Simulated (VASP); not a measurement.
Set up this calculation in VASP 6.6.1, as the native input.

* Task: single point
* Functional: PBE
* Potentials or basis: VASP PAW PBE potentials, release 64 (Sm_3, B, Rh_pv), 4f in core
* Cutoff: 500 eV
* k mesh: 4 × 4 × 4
* Occupations: gaussian, width 0.1 eV
* Spin: no spin polarisation
* Dipole correction: no
* Mended: yes
* Further INCAR settings: ALGO = Normal; EDIFF = 1e-06; NBANDS = 34

The structure of Sm3BRh lies in POSCAR:

```
Sm3BRh
1.0
    5.0078655537      0.0000000000      0.0000000000
    0.0000000000      5.0078655537      0.0000000000
    0.0000000000      0.0000000000      5.0078655537
Sm B Rh
3 1 1
Direct
    0.5000000000      0.5000000000      0.0000000000
    0.0000000000      0.5000000000      0.5000000000
    0.5000000000      0.0000000000      0.5000000000
    0.5000000000      0.5000000000      0.5000000000
    0.0000000000      0.0000000000      0.0000000000
```

The cell was built from a structure type or drawn by symmetry, and may not be a known phase.

These files were run (other wordings do the same):

INCAR

```
SYSTEM = Sm3BRh
  PREC = Accurate
  ENCUT = 500
  EDIFF = 1E-6
  ISMEAR = 0
  SIGMA = 0.1
  LREAL = .FALSE.
  LASPH = .TRUE.
  NELM = 200
  ALGO = Normal
  ISIF = 2
  LWAVE = .FALSE.
  LCHARG = .FALSE.
  GGA = PE
  NBANDS = 34
  GGA_COMPAT = .FALSE.
  LMAXMIX = 6
```

KPOINTS

```
Automatic mesh
0
G
  4 4 4
  0 0 0
```

Potentials or basis: VASP PAW PBE potentials, release 64 (Sm_3, B, Rh_pv), 4f in core.

Launch:

```bash
$ cat potpaw_PBE.64/Sm_3/POTCAR potpaw_PBE.64/B/POTCAR potpaw_PBE.64/Rh_pv/POTCAR > POTCAR
$ mpirun -np 1 vasp_std > vasp.out
```

It gave:

- Pressure: 0.6 GPa
- Band gap on the k mesh: zero (an odd number of electrons rules out a gap without spin polarisation)

Caveat: spin-orbit coupling is left out, which moves the levels of the heavy elements; the 4f electrons are frozen in the core, so they carry no moment and show no levels.

It took 30 s on 1 thread of Intel(R) Xeon(R) 6975P-C (Granite Rapids), on a shared host, peak memory 0.24 GiB.
